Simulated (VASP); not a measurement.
# Cr (P6_3/mmc) in VASP: notebook

Cr is run at these levels: PBE; tasks: single point.

All numbers are computed with VASP 6.6.1; they aren't measurements. Logs are shortened: lines on timing, memory, paths and dates and some standing lists are left out, and cuts for length are marked.

## Step 1: The cell of the first run

The structure is hexagonal, space group P6_3/mmc (No. 194). Conventional cell: a = 2.714 Å, b = 2.714 Å, c = 4.410 Å, α = 90.00°, β = 90.00°, γ = 120.00°. Cr (site symmetry -6m2) has 12 Cr at 2.71 Å within 3.6 Å.

## Step 2: Single point, PBE, collinear spin, ferromagnetic start

The input, INCAR:

```
PREC = Accurate
ENCUT = 520
EDIFF = 1E-6
ISMEAR = -1
SIGMA = 0.05
LREAL = False
LASPH = True
NELM = 150
ALGO = Normal
ISIF = 2
LWAVE = False
LCHARG = False
ISPIN = 2
MAGMOM = 3 3
LORBIT = 11
NUPDOWN = 6.0
LMAXMIX = 4
GGA = PE
NBANDS = 23
```

The input, KPOINTS:

```
regular mesh
0
Gamma
  9 9 5
```

The input, POSCAR:

```
Cr
1.0
    2.7140000000      0.0000000000      0.0000000000
   -1.3570000000      2.3503929459      0.0000000000
    0.0000000000      0.0000000000      4.4100000000
Cr
2
Direct
    0.6666666667      0.3333333333      0.7500000000
    0.3333333333      0.6666666667      0.2500000000
```

Potentials or basis: VASP PAW PBE potentials, release 64 (Cr_pv).

The run is started by

```console
cat potpaw_PBE.64/Cr_pv/POTCAR > POTCAR
mpirun -np 1 vasp_std > vasp.out
```

OUTCAR:

```text
PREC = Accurate
   ENCUT = 520
   EDIFF = 1E-6
   ISMEAR = -1
   LREAL = False
   LASPH = True
   NELM = 150
   ISIF = 2
   ISPIN = 2
   LORBIT = 11
   NUPDOWN = 6.0
   GGA = PE

 ion  position               nearest neighbor table
   1  0.667  0.333  0.750-   2 2.71   2 2.71   2 2.71   2 2.71   2 2.71   2 2.71
   2  0.333  0.667  0.250-   1 2.71   1 2.71   1 2.71   1 2.71   1 2.71   1 2.71

  LATTYP: Found a hexagonal cell.
 ALAT       =     2.7140000000
 C/A-ratio  =     1.6249078850

  Lattice vectors:

 A1 = (   2.7140000000,   0.0000000000,   0.0000000000)
 A2 = (  -1.3570000000,   2.3503929459,   0.0000000000)
 A3 = (   0.0000000000,   0.0000000000,   4.4100000000)

Analysis of symmetry for initial positions (statically):
=====================================================================
 Subroutine PRICEL returns:
 Original cell was already a primitive cell.

 Routine SETGRP: Setting up the symmetry group for a
 hexagonal supercell.

 Subroutine GETGRP returns: Found 24 space group operations
 (whereof 12 operations were pure point group operations)
 out of a pool of 24 trial point group operations.

The static configuration has the point symmetry D_3d.
 The point group associated with its full space group is D_6h.

Analysis of symmetry for dynamics (positions and initial velocities):
=====================================================================
 Subroutine PRICEL returns:
 Original cell was already a primitive cell.

 Routine SETGRP: Setting up the symmetry group for a
 hexagonal supercell.

 Subroutine GETGRP returns: Found 24 space group operations
 (whereof 12 operations were pure point group operations)
 out of a pool of 24 trial point group operations.

The dynamic configuration has the point symmetry D_3d.
 The point group associated with its full space group is D_6h.

Analysis of structural, dynamic, and magnetic symmetry:
=====================================================================
 Subroutine PRICEL returns:
 Original cell was already a primitive cell.

 Routine SETGRP: Setting up the symmetry group for a
 hexagonal supercell.

 Subroutine GETGRP returns: Found 24 space group operations
 (whereof 12 operations were pure point group operations)
 out of a pool of 24 trial point group operations.

The overall configuration has the point symmetry D_3d.
 The point group associated with its full space group is D_6h.

 Subroutine INISYM returns: Found 24 space group operations
 (whereof 12 operations are pure point group operations),
 and found     1 'primitive' translations

----------------------------------------------------------------------------------------

                                     Primitive cell

  volume of cell :      28.1312

  direct lattice vectors                    reciprocal lattice vectors
     2.714000000  0.000000000  0.000000000     0.368459838  0.212730387  0.000000000
    -1.357000000  2.350392946  0.000000000     0.000000000  0.425460773  0.000000000
     0.000000000  0.000000000  4.410000000     0.000000000  0.000000000  0.226757370

  length of vectors
     2.714000000  2.714000000  4.410000000     0.425460773  0.425460773  0.226757370

  position of ions in fractional coordinates (direct lattice)
     0.666666667  0.333333333  0.750000000
     0.333333333  0.666666667  0.250000000

  ion indices of the primitive-cell ions
   primitive index   ion index
                 1           1
                 2           2

----------------------------------------------------------------------------------------

 KPOINTS: regular mesh

Automatic generation of k-mesh.
 Grid dimensions read from file:
 generate k-points for:    9    9    5

 Generating k-lattice:

  Cartesian coordinates                     Fractional coordinates (reciprocal lattice)
     0.040939982  0.023636710  0.000000000     0.111111111  0.000000000  0.000000000
     0.000000000  0.047273419  0.000000000     0.000000000  0.111111111  0.000000000
     0.000000000  0.000000000  0.045351474     0.000000000  0.000000000  0.200000000

  Length of vectors
     0.047273419  0.047273419  0.045351474

  Shift w.r.t. Gamma in fractional coordinates (k-lattice)
     0.000000000  0.000000000  0.000000000

 Subroutine IBZKPT returns following result:
 ===========================================

 Found     36 irreducible k-points:

 Following reciprocal coordinates:
            Coordinates               Weight
  0.000000  0.000000  0.000000      1.000000
  0.111111 -0.000000  0.000000      6.000000
  0.222222 -0.000000  0.000000      6.000000
  0.333333 -0.000000  0.000000      6.000000
  0.444444 -0.000000  0.000000      6.000000
  0.111111  0.111111  0.000000      6.000000
[... 16 lines left out ...]
  0.333333  0.222222  0.200000     24.000000
  0.333333  0.333333  0.200000      4.000000
 [... further k-points ...]
   k-points           NKPTS =     36   k-points in BZ     NKDIM =     36   number of bands    NBANDS=     23
   number of dos      NEDOS =    301   number of ions     NIONS =      2
   total plane-waves  NPLWV =  14400
   dimension x,y,z NGX =    20 NGY =   20 NGZ =   36
   dimension x,y,z NGXF=    40 NGYF=   40 NGZF=   72
   ions per type =               2
   NGX,Y,Z   is equivalent  to a cutoff of  12.25, 12.25, 13.57 a.u.
   NGXF,Y,Z  is equivalent  to a cutoff of  24.50, 24.50, 27.14 a.u.
 SYSTEM =  unknown system
   PREC   = accura    normal or accurate (medium, high low for compatibility)
   ISTART =      0    job   : 0-new  1-cont  2-samecut
   ICHARG =      2    charge: 1-file 2-atom 10-const
   ISPIN  =      2    spin polarized calculation?
   LNONCOLLINEAR =      F non collinear calculations
   LSORBIT =      F    spin-orbit coupling
   LASPH  =      T    aspherical Exc in radial PAW
   ENCUT  =  520.0 eV  38.22 Ry    6.18 a.u.   5.05  5.05  8.20*2*pi/ulx,y,z
   NELM   =    150;   NELMIN=  2; NELMDL= -5     # of ELM steps
   EDIFF  = 0.1E-05   stopping-criterion for ELM
   LREAL  =      F    real-space projection
   EDIFFG = 0.1E-04   stopping-criterion for IOM
   NSW    =      0    number of steps for IOM
   IBRION =     -1    ionic relax: 0-MD 1-quasi-New 2-CG
   NFREE  =      0    steps in history (QN), initial steepest desc. (CG)
   ISIF   =      2    stress and relaxation
   ISYM   =      2    0-nonsym 1-usesym 2-fastsym
   POTIM  = 0.5000    time-step for ionic-motion
   TEBEG  =    0.0;   TEEND  =   0.0 temperature during run
   PSTRESS=    0.0 pullay stress
   NELECT =      24.0000    total number of electrons
   NUPDOWN=       6.0000    fix difference up-down
   EMIN   =  10.00;   EMAX   =-10.00  energy-range for DOS
   EFERMI =   0.00;   METHOD = LEGACY
   ISMEAR =    -1;   SIGMA  =   0.05  broadening in eV -4-tet -1-fermi 0-gaus
   EFERMI_NEDOS =   21; number of points for ismear=-14 and -15
   IALGO  =     38    algorithm
   IMIX   =      4    mixing-type and parameters
     AMIX     =   0.40;   BMIX     =  1.00
     AMIX_MAG =   1.60;   BMIX_MAG =  1.00
  volume/ion in A,a.u.               =      14.07        94.92
  Fermi-wavevector in a.u.,A,eV,Ry     =   1.552681  2.934142 32.801180  2.410819
  Thomas-Fermi vector in A             =   2.657021
   LORBIT       =     11    0 simple, 1 ext, 2 COOP (PROOUT), +10 PAW based schemes
   GGA     = PE    functional components
   LHFCALC =     F    Hartree Fock is set to
   AEXX    =    0.0000 exact exchange contribution
   IVDW    =     0    specifies the selected vdW correction
   LEPSILON=     F    determine dielectric tensor
   LRPA    =     F    only Hartree local field effects (RPA)
 spin polarized calculation
  energy-cutoff  :      520.00
  volume of cell :       28.13
 maximum number of plane-waves:       770
   NGX = 11   NGY = 11   NGZ = 17

 number of electron      24.0000005 magnetization       6.0000001

 Free energy of the ion-electron system (eV)
  ---------------------------------------------------
  ext. energy  EPLUGINS =         0.00000000
  ---------------------------------------------------
  free energy    TOTEN  =       -16.63309000 eV

  energy without entropy =      -16.59746044  energy(sigma->0) =      -16.61527522

 E-fermi :   8.1917     XC(G=0): -12.4300

 val. band max:        9.3206354120   @ k =   0.4444   0.1111   0.2000
 cond. band min:       8.1934437183   @ k =   0.3333   0.1111   0.0000
 fundamental gap:     -1.1271916937
 Fermi energy:         9.3611294549

 spin component 1

 k-point     1 :       0.0000    0.0000    0.0000
  band No.  band energies     occupation
      1     -35.3181      1.00000
      2     -34.8948      1.00000
      3     -34.8948      1.00000
      4     -34.8269      1.00000
      5     -34.8269      1.00000
      6     -34.8229      1.00000
[... 15 lines left out ...]
     22      25.8530      0.00000
     23      28.3793      0.00000
[... 575 lines left out ...]
      1     -35.1755      1.00000
      2     -35.1637      1.00000
      3     -35.1637      1.00000
      4     -35.0551      1.00000
      5     -34.9666      1.00000
      6     -34.9666      1.00000
[... 15 lines left out ...]
     22      18.2541      0.00000
     23      18.9328      0.00000

 [... further k-points ...]

 spin component 2

 k-point     1 :       0.0000    0.0000    0.0000
  band No.  band energies     occupation
      1     -32.6586      1.00000
      2     -32.1756      1.00000
      3     -32.1756      1.00000
      4     -32.1290      1.00000
      5     -32.1047      1.00000
      6     -32.1047      1.00000
[... 15 lines left out ...]
     22      26.5682      0.00000
     23      29.3575      0.00000
[... 575 lines left out ...]
      1     -32.4761      1.00000
      2     -32.4713      1.00000
      3     -32.4713      1.00000
      4     -32.3462      1.00000
      5     -32.2737      1.00000
      6     -32.2737      1.00000
[... 15 lines left out ...]
     22      19.9312      0.00000
     23      20.7166      0.00000

 [... further k-points ...]
[... 5 lines left out ...]
  --------------------------------------------------------------------------------------
  -------------------------------------------------------------------------------------
  Total        1.4201289      1.4201289      0.8374754     -0.0000000      0.0000000      0.0000000
  in kB       80.8815444     80.8815444     47.6972937     -0.0000000      0.0000000      0.0000000
  external PRESSURE =      69.8201275 kB  Pullay stress =       0.0000000 kB

 VOLUME and BASIS-vectors are now :
 -----------------------------------------------------------------------------
  energy-cutoff  :      520.00
  volume of cell :       28.13
      direct lattice vectors                 reciprocal lattice vectors
     2.714000000  0.000000000  0.000000000     0.368459838  0.212730387  0.000000000
    -1.357000000  2.350392946  0.000000000     0.000000000  0.425460773  0.000000000
     0.000000000  0.000000000  4.410000000     0.000000000  0.000000000  0.226757370

 POSITION                                       TOTAL-FORCE (eV/Angst)
 -----------------------------------------------------------------------------------
      1.35700      0.78346      3.30750         0.000000     -0.000000     -0.000000
     -0.00000      1.56693      1.10250        -0.000000      0.000000      0.000000
 -----------------------------------------------------------------------------------
    total drift:                               -0.000000      0.000000     -0.000000

  FREE ENERGIE OF THE ION-ELECTRON SYSTEM (eV)
  ---------------------------------------------------
  free  energy   TOTEN  =       -16.6330900007 eV

  energy  without entropy=      -16.5974604378  energy(sigma->0) =      -16.61527522

 total charge

# of ion       s       p       d       tot
------------------------------------------
    1        0.382   6.274   4.102  10.758
    2        0.382   6.274   4.102  10.758
--------------------------------------------------
tot          0.764  12.548   8.205  21.517

 magnetization (x)

# of ion       s       p       d       tot
------------------------------------------
    1        0.006   0.090   2.650   2.745
    2        0.006   0.090   2.650   2.745
--------------------------------------------------
tot          0.012   0.179   5.300   5.491
```

Wall time 23 s (1 thread of Intel Xeon Platinum 8559C (Emerald Rapids), shared host); peak memory 0.16 GiB.

Results:

| Quantity | Value |
| --- | --- |
| Free energy | -16.6331 eV |
| Pressure | 7.0 GPa |
| Net moment | 6.00 μB per cell |
| Site moments | Cr +2.75 μB |
| Valence electrons inside the program's atomic spheres | Cr 10.76 |

Caveat: the total moment is fixed, so each spin has its own Fermi level.

(Part 1 of 2 ends here.)
